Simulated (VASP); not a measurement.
Here is a VASP 6.6.1 calculation.

POSCAR

```
BaTe
1.0
    8.5249320000      0.0000000000      0.0000000000
    0.0000000000      8.5249320000      0.0000000000
    0.0000000000      0.0000000000      4.2624660000
Ba Te
4 4
Direct
   -0.0030814322     -0.0009631748     -0.0001933153
   -0.0010092749      0.5036772141     -0.0105300547
    0.5049288370      0.0029062988     -0.0003150758
    0.4955971496      0.4986072616      0.0001937845
    0.2603993791      0.2425872723      0.4979758196
    0.2482907782      0.7500800006      0.5001529631
    0.7513627088      0.2546183360      0.5029145101
    0.7437269881      0.7500425810      0.5043531139
```

INCAR.step1

```
ALGO = Normal ; EDIFF = 1E-5
ENCUT = 440 ; GGA = PE
GGA_COMPAT = False ; ISMEAR = 0
LASPH = True ; LCHARG = False
LREAL = False ; LWAVE = True
NBANDS = 42 ; NELM = 120
PREC = Accurate ; SIGMA = 0.01
```

File INCAR.step2:

```
ALGO = Normal ; EDIFF = 1E-6
ENCUT = 440 ; GGA_COMPAT = False
ISIF = 2 ; ISMEAR = 0
ISTART = 1 ; LASPH = True
LCHARG = False ; LMIXTAU = True
LREAL = False ; LWAVE = False
METAGGA = R2SCAN ; NBANDS = 42
NELM = 120 ; PREC = Accurate
SIGMA = 0.01
```

The input KPOINTS:

```
k-points
0
Gamma
  1 1 2
```

Potentials or basis: VASP PAW PBE potentials, release 64 (Ba_sv, Te).

Run with:

```sh
$ cat potpaw_PBE.64/Ba_sv/POTCAR potpaw_PBE.64/Te/POTCAR > POTCAR
$ cp INCAR.step1 INCAR
$ mpirun -np 1 vasp_std > vasp.out
$ cp INCAR.step2 INCAR
$ mpirun -np 1 vasp_std > vasp.out
```

Q: Estimate the band gap on the k mesh.

A: 0.91 eV.

Q: Predict the largest force.

A: 0.222 eV/Å.

Q: Estimate the pressure.

A: 2.5 GPa.

Forces on the atoms (eV/Å):
```
Ba   0.064  0.050 -0.018
Ba  -0.032  0.029 -0.071
Ba  -0.119  0.018 -0.054
Ba  -0.058  0.048 -0.018
Te  -0.084  0.002  0.022
Te  -0.156 -0.114  0.046
Te   0.215 -0.010  0.055
Te   0.169 -0.023  0.037
```

Caveat: the k points lie up to 0.74 Å⁻¹ apart; the PAW data sets were made with another functional, which shifts forces and pressure a little; spin-orbit coupling is left out, which moves the levels of the heavy elements; an odd mesh through Γ misses points on the zone boundary, where band edges can lie.
